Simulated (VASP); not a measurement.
**P: single point with PBE+D3(BJ)**

P, a slab with vacuum:

```
CELL_PARAMETERS angstrom
3.29619 0.00000 0.00000
0.00000 4.43916 0.00000
0.00000 0.00000 21.74620
ATOMIC_POSITIONS crystal
P 0.50000 0.91750 0.20693
P 0.00000 0.58250 0.20693
P 0.50000 0.08250 0.30456
P 0.00000 0.41750 0.30456
P 0.50000 0.20750 0.47517
P 0.00000 0.54250 0.47517
P 0.50000 0.04250 0.57280
P 0.00000 0.70750 0.57280
```

This cell differs from its parent crystal: layers slid over each other.

```
Program                : VASP 6.6.1
Task                   : single point
Functional             : PBE
Dispersion             : D3(BJ)
Potentials or basis    : VASP PAW PBE potentials, release 64 (P)
Cutoff                 : 520 eV
k mesh                 : 8 × 6 × 1
Occupations            : gaussian, width 0.05 eV
Spin                   : no spin polarisation
Dipole correction      : yes
Further INCAR settings : ALGO = Normal; EDIFF = 1e-07; NBANDS = 30
```

- Largest force: 0.084 eV/Å
- Band gap on the k mesh: 0.32 eV
- Dispersion energy per atom: -0.285 eV

Forces in eV/Å, atoms in the order of the input:
```
P    0.000 -0.021  0.000
P    0.000  0.038  0.075
P    0.000 -0.030 -0.004
P    0.000 -0.047  0.050
P    0.000  0.047 -0.050
P    0.000  0.030  0.004
P    0.000 -0.038 -0.075
P    0.000  0.021  0.000
```

Levels at points of the mesh, in eV from the valence-band top:
```tsv
k point	band 18	band 19	band 20	band 21	band 22	band 23
(0.00, 0.00, 0.00)	-1.75	-0.30	0.00	0.32	1.21	1.41
(0.50, 0.00, 0.00)	-2.35	-1.92	-1.92	1.08	1.08	1.29
(0.00, 0.50, 0.00)	-1.15	-1.12	-0.93	1.84	1.93	2.09
(0.50, 0.50, 0.00)	-1.67	-1.18	-1.18	1.95	1.95	2.66
```

Wall time 7.9 min on 1 thread of AMD EPYC 7R43 64-Core Processor (Zen 3), on a shared host, peak memory 0.39 GiB.

Caveat: the cell differs from its parent crystal (layers slid over each other).
